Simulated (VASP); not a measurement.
# Al in VASP: notebook

Runs on Al. Level: PBE. Tasks: single point.

All numbers are computed with VASP 6.6.1; they aren't measurements. Logs are shortened: lines on timing, memory, paths and dates and some standing lists are left out, and cuts for length are marked.

**1. The cell of the first run**

The cell holds a slab with vacuum, 19 atoms: a = 5.728 Å, b = 8.591 Å, c = 15.677 Å, α = 90.00°, β = 90.00°, γ = 60.00°.

**2. Single point, PBE**

INCAR reads:

```
SYSTEM = Al
ALGO = Normal
EDIFF = 1E-6
ENCUT = 520
GGA = PE
ISIF = 2
ISMEAR = -1
LASPH = .TRUE.
LCHARG = .TRUE.
LELF = .TRUE.
LREAL = Auto
LVHAR = .TRUE.
LWAVE = .FALSE.
NBANDS = 44
NELM = 100
PREC = Accurate
SIGMA = 0.1
```

KPOINTS reads:

```
k-points
0
G
  2 2 1
  0 0 0
```

POSCAR reads:

```
Al
1.0
    5.7275650000      0.0000000000      0.0000000000
    4.2956740000      7.4403250000      0.0000000000
    0.0000000000      0.0000000000     15.6765370000
Al
19
Direct
    0.1666684695      0.1111107378      0.0637895984
    0.6666715249      0.1111107378      0.0637895984
    0.1666708227      0.4444429511      0.0637895984
    0.6666738781      0.4444429511      0.0637895984
    0.1666731759      0.7777751644      0.0637895984
    0.6666762313      0.7777751644      0.0637895984
   -0.1410660417      0.1982843491      0.2244309442
    0.3264926215      0.2323016804      0.2158384852
   -0.1941160837      0.5641285831      0.2226065616
    0.3415474886      0.5393716000      0.2243225018
   -0.1354396603      0.8714673082      0.2046561686
    0.3396604961      0.8939394448      0.2132358696
    0.0188377896     -0.0442991402      0.3627204146
    0.4836752373     -0.0086555359      0.3598371247
    0.0220952116      0.3237089778      0.3716764742
    0.5438129026      0.2974332438      0.3761226092
    0.0274887340      0.6348378599      0.3734498250
    0.5260938338      0.6333728701      0.3869859778
    0.7990902050      0.8618575129      0.5036380165
```

Potentials or basis: VASP PAW PBE potentials, release 64 (Al).

Launch:

```console
> cat potpaw_PBE.64/Al/POTCAR > POTCAR
> mpirun -np 1 vasp_std > vasp.out
```

OUTCAR:

```text
SYSTEM = Al
   EDIFF = 1E-6
   ENCUT = 520
   GGA = PE
   ISIF = 2
   ISMEAR = -1
   LASPH = .TRUE.
   LREAL = Auto
   NELM = 100
   PREC = Accurate

 ion  position               nearest neighbor table
   1  0.167  0.111  0.064-  12 2.85   4 2.86   2 2.86   3 2.86   5 2.86   2 2.86   6 2.86   8 2.93
                             7 2.95
   2  0.667  0.111  0.064-  11 2.84   1 2.86   3 2.86   4 2.86   6 2.86   5 2.86   1 2.86   8 2.92
                             7 2.99
   3  0.167  0.444  0.064-   8 2.86   6 2.86   4 2.86   2 2.86   5 2.86   1 2.86   4 2.86  10 2.97
                             9 3.07
   4  0.667  0.444  0.064-   1 2.86   3 2.86   5 2.86   6 2.86   2 2.86   3 2.86   9 2.95  10 2.99
                             7 3.11
   5  0.167  0.778  0.064-  11 2.67   6 2.86   4 2.86   3 2.86   1 2.86   2 2.86   6 2.86  12 2.91
                            10 3.08
   6  0.667  0.778  0.064-  11 2.78  12 2.85   3 2.86   5 2.86   4 2.86   2 2.86   5 2.86   1 2.86
                             9 2.96
   7  0.859  0.198  0.224-  12 2.69  11 2.81  13 2.82   8 2.84  16 2.85  15 2.89   8 2.92  10 2.95
                             1 2.95   2 2.99   9 3.00   4 3.11
   8  0.326  0.232  0.216-  10 2.69   7 2.84   3 2.86  12 2.87  15 2.87  14 2.89   7 2.92   9 2.92
                             2 2.92   1 2.93  16 2.98  11 3.10
   9  0.806  0.564  0.223-  12 2.76  10 2.77  11 2.84  17 2.89   8 2.92  18 2.93  15 2.95   4 2.95
[... 4 lines left out ...]
                            12 2.92  14 3.08   8 3.10  17 3.18
  12  0.340  0.894  0.213-   7 2.69  14 2.71   9 2.76  11 2.83   1 2.85   6 2.85  13 2.86   8 2.87
                             5 2.91  11 2.92  10 3.05  18 3.34
  13  0.019  0.956  0.363-  17 2.74   7 2.82  14 2.83  16 2.84  11 2.84  19 2.85  12 2.86  18 2.87
                            14 2.92  15 3.17
  14  0.484  0.991  0.360-  12 2.71  19 2.75  15 2.76  13 2.83  16 2.83   8 2.89  13 2.92  18 2.99
                            11 3.08  17 3.10
  15  0.022  0.324  0.372-  17 2.69  14 2.76  18 2.77  16 2.86   8 2.87  16 2.88   7 2.89   9 2.95
                            13 3.17
  16  0.544  0.297  0.376-  14 2.83  18 2.84  13 2.84   7 2.85  15 2.86  15 2.88  17 2.93   8 2.98
                            10 2.99
  17  0.027  0.635  0.373-  19 2.67  15 2.69  13 2.74  10 2.81  18 2.86  18 2.89   9 2.89  16 2.93
                            14 3.10  11 3.18
  18  0.526  0.633  0.387-  15 2.77  16 2.84  17 2.86  13 2.87  17 2.89   9 2.93  14 2.99  10 3.02
                            12 3.34
  19  0.799  0.862  0.504-  17 2.67  14 2.75  13 2.85

  LATTYP: Found a simple monoclinic cell.
 ALAT       =     5.7275650000
 B/A-ratio  =     2.7370334514
 C/A-ratio  =     1.3228756151
 COS(beta)  =    -0.1889822093

  Lattice vectors:

 A1 = (   5.7275650000,   0.0000000000,   0.0000000000)
 A2 = (   0.0000000000,   0.0000000000, -15.6765370000)
 A3 = (  -1.4318910000,   7.4403250000,   0.0000000000)

Analysis of symmetry for initial positions (statically):
=====================================================================
 Subroutine PRICEL returns:
[... 145 lines left out ...]
   TEBEG  =    0.0;   TEEND  =   0.0 temperature during run
   PSTRESS=    0.0 pullay stress
   NELECT =      57.0000    total number of electrons
   NUPDOWN=      -1.0000    fix difference up-down
   EMIN   =  10.00;   EMAX   =-10.00  energy-range for DOS
   EFERMI =   0.00;   METHOD = LEGACY
   ISMEAR =    -1;   SIGMA  =   0.10  broadening in eV -4-tet -1-fermi 0-gaus
   EFERMI_NEDOS =   21; number of points for ismear=-14 and -15
   IALGO  =     38    algorithm
   IMIX   =      4    mixing-type and parameters
     AMIX     =   0.40;   BMIX     =  1.00
     AMIX_MAG =   1.60;   BMIX_MAG =  1.00
  volume/ion in A,a.u.               =      35.16       237.28
  Fermi-wavevector in a.u.,A,eV,Ry     =   0.720713  1.361950  7.067239  0.519427
  Thomas-Fermi vector in A             =   1.810236
   LORBIT       =      0    0 simple, 1 ext, 2 COOP (PROOUT), +10 PAW based schemes
   GGA     = PE    functional components
[... 5 lines left out ...]
 non-spin polarized calculation
  energy-cutoff  :      520.00
  volume of cell :      668.05
 maximum number of plane-waves:     17987
 NGX is ok and might be reduce to    48
   NGX = 21   NGY = 31   NGZ = 59

 number of electron      57.0000000 magnetization

 Free energy of the ion-electron system (eV)
  ---------------------------------------------------
  ext. energy  EPLUGINS =         0.00000000
  ---------------------------------------------------
  free energy    TOTEN  =       -65.30711031 eV

  energy without entropy =      -65.01132972  energy(sigma->0) =      -65.15922001

 E-fermi :   1.6016     XC(G=0):  -6.0978

 val. band max:        1.5507669265   @ k =   0.5000   0.5000   0.0000
 cond. band min:       1.6465554309   @ k =   0.5000   0.0000   0.0000
 fundamental gap:      0.0957885044
 Fermi energy:         1.6015990276

 k-point     1 :       0.0000    0.0000    0.0000
  band No.  band energies     occupation
      1      -8.6537      2.00000
      2      -7.1730      2.00000
      3      -6.0576      2.00000
      4      -5.9750      2.00000
      5      -4.9937      2.00000
      6      -4.5832      2.00000
[... 161 lines left out ...]
     39       3.6956      0.00000
     40       3.7329      0.00000
 [bands above 40 left out]

------------------------ aborting loop because EDIFF is reached ----------------------------------------

  FORCE on cell =-STRESS in cart. coord.  units (eV):
  Direction    XX          YY          ZZ          XY          YZ          ZX
  --------------------------------------------------------------------------------------
  -------------------------------------------------------------------------------------
  Total      -12.0919596     -3.3651589      0.6030845      0.7481321      0.8403490     -0.1747533
  in kB      -28.9998135     -8.0705678      1.4463610      1.7942245      2.0153859     -0.4191060
  external PRESSURE =     -11.8746734 kB  Pullay stress =       0.0000000 kB

 VOLUME and BASIS-vectors are now :
 -----------------------------------------------------------------------------
  energy-cutoff  :      520.00
  volume of cell :      668.05
      direct lattice vectors                 reciprocal lattice vectors
     5.727565000  0.000000000  0.000000000     0.174594265 -0.100802054  0.000000000
     4.295674000  7.440325000  0.000000000     0.000000000  0.134402731  0.000000000
     0.000000000  0.000000000 15.676537000     0.000000000  0.000000000  0.063789598

 POSITION                                       TOTAL-FORCE (eV/Angst)
 -----------------------------------------------------------------------------------
      1.43190      0.82670      1.00000         0.032914     -0.001765     -0.086873
      4.29570      0.82670      1.00000        -0.034770      0.032253     -0.019359
      2.86380      3.30680      1.00000         0.008359      0.128929      0.022318
      5.72760      3.30680      1.00000        -0.034133     -0.029893      0.243991
      4.29570      5.78690      1.00000         0.119421     -0.134033     -0.368201
      7.15950      5.78690      1.00000         0.041014     -0.031117     -0.235815
[... 11 lines left out ...]
      5.73400      4.71250      6.06660         0.070138      0.170656      0.009035
      8.27910      6.41250      7.89530        -0.012249      0.175424     -0.307491
 -----------------------------------------------------------------------------------
    total drift:                                0.006271     -0.002789      0.003214

  FREE ENERGIE OF THE ION-ELECTRON SYSTEM (eV)
  ---------------------------------------------------
  free  energy   TOTEN  =       -65.3071103053 eV

  energy  without entropy=      -65.0113297172  energy(sigma->0) =      -65.15922001
```

Wall time 4.2 min (1 thread of Intel Xeon Platinum 8488C (Sapphire Rapids), shared host); peak memory 0.67 GiB.

Results:

* Free energy: -65.3071 eV
* Largest force: 0.844 eV/Å

Forces on the atoms (eV/Å):
```
Al   0.033 -0.002 -0.087
Al  -0.035  0.032 -0.019
Al   0.008  0.129  0.022
Al  -0.034 -0.030  0.244
Al   0.119 -0.134 -0.368
Al   0.041 -0.031 -0.236
Al  -0.316  0.537 -0.209
Al   0.113 -0.343  0.070
Al   0.251 -0.351 -0.140
Al   0.142  0.151 -0.150
Al  -0.490  0.222  0.650
Al   0.107 -0.319 -0.003
Al   0.165  0.383  0.284
Al   0.137 -0.117  0.260
Al  -0.192 -0.470  0.032
Al  -0.120  0.103 -0.034
Al   0.011 -0.107 -0.016
Al   0.070  0.171  0.009
Al  -0.012  0.175 -0.307
```

Caveat: the k points lie up to 0.63 Å⁻¹ apart.

**3. Single point, PBE**

INCAR reads:

```
PREC = Accurate ; ENCUT = 520
EDIFF = 1E-6 ; ISMEAR = -1
SIGMA = 0.1 ; LREAL = Auto
LASPH = True ; NELM = 100
ALGO = Normal ; ISIF = 2
LWAVE = False ; LCHARG = False
GGA = PE ; NBANDS = 44
```

KPOINTS reads:

```
regular mesh
0
Gamma
  2 2 1
```

POSCAR reads:

```
Al
1.0
    5.7275650000      0.0000000000      0.0000000000
    4.2956740000      7.4403250000      0.0000000000
    0.0000000000      0.0000000000     15.6765370000
Al
19
Direct
    0.1666684695      0.1111107378      0.0637895984
    0.6666715249      0.1111107378      0.0637895984
    0.1666708227      0.4444429511      0.0637895984
    0.6666738781      0.4444429511      0.0637895984
    0.1666731759      0.7777751644      0.0637895984
    0.6666762313      0.7777751644      0.0637895984
   -0.1939149454      0.2283367998      0.2167889503
    0.3523991088      0.2067920420      0.2156790113
   -0.1099612220      0.5173833132      0.2207311474
    0.3408582171      0.5592632042      0.2187026382
   -0.1884574676      0.8852167076      0.2335082040
    0.3252124305      0.8789132195      0.2134399963
    0.0176445742     -0.0299046077      0.3757526296
    0.4840382194     -0.0250392288      0.3586761541
    0.0305568939      0.2791141516      0.3726907288
    0.5276350434      0.3017072507      0.3808940712
    0.0590325633      0.6021376754      0.3730734664
    0.5416109736      0.6326336551      0.3956613632
    0.7644639240      0.8598145914      0.4957855169
```

Potentials or basis: VASP PAW PBE potentials, release 64 (Al).

Launch:

```console
> cat potpaw_PBE.64/Al/POTCAR > POTCAR
> mpirun -np 1 vasp_std > vasp.out
```

OUTCAR:

```text
PREC = Accurate
   ENCUT = 520
   EDIFF = 1E-6
   ISMEAR = -1
   LREAL = Auto
   LASPH = True
   NELM = 100
   ISIF = 2
   GGA = PE

 ion  position               nearest neighbor table
   1  0.167  0.111  0.064-   4 2.86   2 2.86   3 2.86   5 2.86   2 2.86   6 2.86   8 2.89  12 2.91
                             7 2.99
   2  0.667  0.111  0.064-   8 2.85   1 2.86   3 2.86   4 2.86   6 2.86   5 2.86   1 2.86   7 2.87
                            11 3.15
[... 419 lines left out ...]
  Total      -10.1968440     -2.8488144     -0.1538167     -0.8425472      0.7052773      0.0177683
  in kB      -24.4548100     -6.8322330     -0.3688944     -2.0206577      1.6914470      0.0426133
  external PRESSURE =     -10.5519791 kB  Pullay stress =       0.0000000 kB

 VOLUME and BASIS-vectors are now :
 -----------------------------------------------------------------------------
  energy-cutoff  :      520.00
  volume of cell :      668.05
      direct lattice vectors                 reciprocal lattice vectors
     5.727565000  0.000000000  0.000000000     0.174594265 -0.100802054  0.000000000
     4.295674000  7.440325000  0.000000000     0.000000000  0.134402731  0.000000000
     0.000000000  0.000000000 15.676537000     0.000000000  0.000000000  0.063789598

 POSITION                                       TOTAL-FORCE (eV/Angst)
 -----------------------------------------------------------------------------------
      1.43190      0.82670      1.00000         0.082371     -0.075556      0.021757
      4.29570      0.82670      1.00000        -0.159393     -0.133430      0.027479
      2.86380      3.30680      1.00000         0.098931      0.014513     -0.029658
      5.72760      3.30680      1.00000         0.008604      0.027743      0.078326
      4.29570      5.78690      1.00000        -0.136164      0.000151     -0.143573
      7.15950      5.78690      1.00000         0.155162      0.015243      0.046779
[... 11 lines left out ...]
      5.81970      4.70700      6.20260         0.047423     -0.030210     -0.199603
      8.07200      6.39730      7.77220         0.239601     -0.345483      0.000074
 -----------------------------------------------------------------------------------
    total drift:                               -0.007110      0.010992     -0.005635

  FREE ENERGIE OF THE ION-ELECTRON SYSTEM (eV)
  ---------------------------------------------------
  free  energy   TOTEN  =       -65.1692445601 eV

  energy  without entropy=      -64.8841137182  energy(sigma->0) =      -65.02667914
```

Run time: 4.5 min. Hardware: 1 thread of Intel Xeon Platinum 8488C (Sapphire Rapids), shared host; peak memory 0.68 GiB.

Results:

```yaml
Free_energy: -65.1692 eV
Largest_force: 1.245 eV/Å
```

Forces in eV/Å, atoms in the order of the input:
```
Al   0.082 -0.076  0.022
Al  -0.159 -0.133  0.027
Al   0.099  0.015 -0.030
Al   0.009  0.028  0.078
Al  -0.136  0.000 -0.144
Al   0.155  0.015  0.047
Al   0.312 -0.397  0.273
Al  -0.225  0.062  0.127
Al  -0.419  0.597  0.064
Al  -0.065 -0.284  0.180
Al   0.542 -0.548 -0.977
Al   0.014  0.208  0.184
Al  -0.213 -0.359  0.065
Al  -0.249  0.248  0.309
Al   0.010  0.753 -0.170
Al   0.062 -0.237 -0.198
Al  -0.105  0.485  0.342
Al   0.047 -0.030 -0.200
Al   0.240 -0.345  0.000
```

Caveat: the k points lie up to 0.63 Å⁻¹ apart.

**4. Single point, PBE**

INCAR reads:

```
ALGO = Normal
EDIFF = 1E-7
ENCUT = 520
GGA = PE
ISIF = 2
ISMEAR = -1
LASPH = T
LCHARG = T
LELF = T
LREAL = Auto
LVHAR = T
LWAVE = F
NBANDS = 44
NELM = 80
PREC = Accurate
SIGMA = 0.1
```

KPOINTS reads:

```
k-points
0
Gamma
  2 2 1
```

POSCAR reads:

```
Al
1.0
    5.7275650000      0.0000000000      0.0000000000
    4.2956740000      7.4403250000      0.0000000000
    0.0000000000      0.0000000000     15.6765370000
Al
19
Direct
    0.1666684695      0.1111107378      0.0637895984
    0.6666715249      0.1111107378      0.0637895984
    0.1666708227      0.4444429511      0.0637895984
    0.6666738781      0.4444429511      0.0637895984
    0.1666731759      0.7777751644      0.0637895984
    0.6666762313      0.7777751644      0.0637895984
   -0.1589687134      0.2007842399      0.2218666023
    0.3382158011      0.2011202468      0.2211776746
   -0.1673805031      0.5511318390      0.2211266430
    0.3706219891      0.5154344736      0.2283603834
   -0.1522475913      0.8555137040      0.2101229372
    0.3208765988      0.8822732878      0.2247116184
   -0.0016866910     -0.0414229217      0.3880257483
    0.4550935365     -0.0111688670      0.3722059279
   -0.0115740175      0.3165721927      0.3662416004
    0.5183703983      0.2879175305      0.3694629751
    0.0641293297      0.6143145629      0.3820741788
    0.5493104388      0.6316793957      0.3899266783
    0.7906326292      0.8216173353      0.5038931749
```

Launch:

```console
> cat potpaw_PBE.64/Al/POTCAR > POTCAR
> mpirun -np 1 vasp_std > vasp.out
```

Run time: 4.9 min. Hardware: 1 thread of Intel Xeon Platinum 8488C (Sapphire Rapids), shared host; peak memory 0.67 GiB.

It converged, with:

```
Free energy   : -65.3755 eV
Largest force : 0.752 eV/Å
```

Forces on the atoms (eV/Å):
```
Al   0.033 -0.043  0.101
Al  -0.106 -0.045  0.061
Al  -0.034  0.007  0.154
Al   0.030 -0.083  0.240
Al   0.023 -0.042 -0.072
Al  -0.034 -0.002 -0.210
Al  -0.036 -0.057 -0.250
Al  -0.003  0.041 -0.151
Al   0.076 -0.443 -0.113
Al  -0.265  0.435 -0.232
Al   0.193  0.474  0.550
Al  -0.048 -0.400 -0.158
Al   0.089  0.261 -0.202
Al   0.202  0.040  0.141
Al   0.194 -0.565  0.188
Al   0.040  0.232  0.179
Al   0.055 -0.338 -0.479
Al  -0.128  0.271  0.076
Al  -0.283  0.257  0.176
```

Levels at points of the mesh, in eV from the Fermi level:
```csv
k point,band 27,band 28,band 29,band 30,band 31,band 32
"(0.00, 0.00, 0.00)",-0.46,-0.38,-0.30,0.05,0.34,0.60
"(0.50, 0.00, 0.00)",-0.56,-0.28,-0.05,0.66,0.86,1.16
"(0.00, 0.50, 0.00)",-0.78,-0.54,-0.50,-0.39,-0.11,0.55
"(0.50, 0.50, 0.00)",0.09,0.38,0.53,0.64,0.92,0.97
```

Caveat: the k points lie up to 0.63 Å⁻¹ apart.
